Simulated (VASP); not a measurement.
A run of VASP 6.6.1:

INCAR

```
PREC = Accurate
ENCUT = 520
EDIFF = 1E-7
ISMEAR = 0
SIGMA = 0.05
LREAL = F
LASPH = T
NELM = 150
ALGO = Normal
ISIF = 2
LWAVE = F
LCHARG = T
ISPIN = 2
MAGMOM = 0 1.51 1.51 1.51
LORBIT = 11
LMAXMIX = 4
GGA = PS
LELF = T
LVHAR = T
NBANDS = 30
```

File KPOINTS:

```
regular mesh
0
Gamma
  8 8 8
```

Contents of POSCAR:

```
BaCo3
1.0
    3.9724847878      0.0000000000      0.0000000000
    0.0000000000      3.9724847878      0.0000000000
    0.0000000000      0.0000000000      3.9724847878
Ba Co
1 3
Direct
    0.0000000000      0.0000000000      0.0000000000
    0.0000000000      0.5000000000      0.5000000000
    0.5000000000      0.5000000000      0.0000000000
    0.5000000000      0.0000000000      0.5000000000
```

Potentials or basis: VASP PAW PBE potentials, release 64 (Ba_sv, Co).

Launch:

```console
$ cat potpaw_PBE.64/Ba_sv/POTCAR potpaw_PBE.64/Co/POTCAR > POTCAR
$ mpirun -np 1 vasp_std > vasp.out
```

Hardware: 1 thread of Intel(R) Xeon(R) 6975P-C (Granite Rapids) (shared host).

Estimate the wall time of this run.

Run time: 87 s on 1 thread of Intel(R) Xeon(R) 6975P-C (Granite Rapids) (shared host), peak memory 0.25 GiB. Counts: scf iterations 19, k points 35.
